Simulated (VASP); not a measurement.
Ti, 3 atoms in the cell. The structure is hexagonal, space group P6/mmm (No. 191). The conventional cell has a = 4.420 Å, b = 4.420 Å, c = 2.745 Å, α = 90.00°, β = 90.00°, γ = 120.00°. Within 3.6 Å of Ti (site symmetry 6/mmm) lie 14 Ti at 2.75 to 2.90 Å. Ti (site symmetry -6m2) has 11 Ti at 2.55 to 2.90 Å within 3.4 Å. This isn't the form of Ti at room conditions, which is hcp.

- Program: VASP 6.6.1
- Task: relaxation of shape and atoms at fixed volume
- Functional: PBEsol
- Potentials or basis: VASP PAW PBE potentials, release 64 (Ti_sv)
- Cutoff: 600 eV
- k mesh: 12 × 12 × 14
- Occupations: gaussian, width 0.1 eV
- Spin: no spin polarisation
- Dipole correction: no
- Further INCAR settings: ALGO = Fast; EDIFF = 1e-06; IBRION = 2; EDIFFG = -0.01; NSW = 50; ISIF = 4

Potentials or basis: VASP PAW PBE potentials, release 64 (Ti_sv).

The run is started by

```console
$ cat potpaw_PBE.64/Ti_sv/POTCAR > POTCAR
$ mpirun -np 1 vasp_std > vasp.out
```

Hardware: 1 thread of Intel(R) Xeon(R) Platinum 8488C (Sapphire Rapids), with other jobs on the host.

Question: How long does it take, and how much memory?

Answer: Wall time 11 min on 1 thread of Intel(R) Xeon(R) Platinum 8488C (Sapphire Rapids) (shared host), peak memory 0.29 GiB. Counts: scf iterations 88, k points 152, ion steps 2.
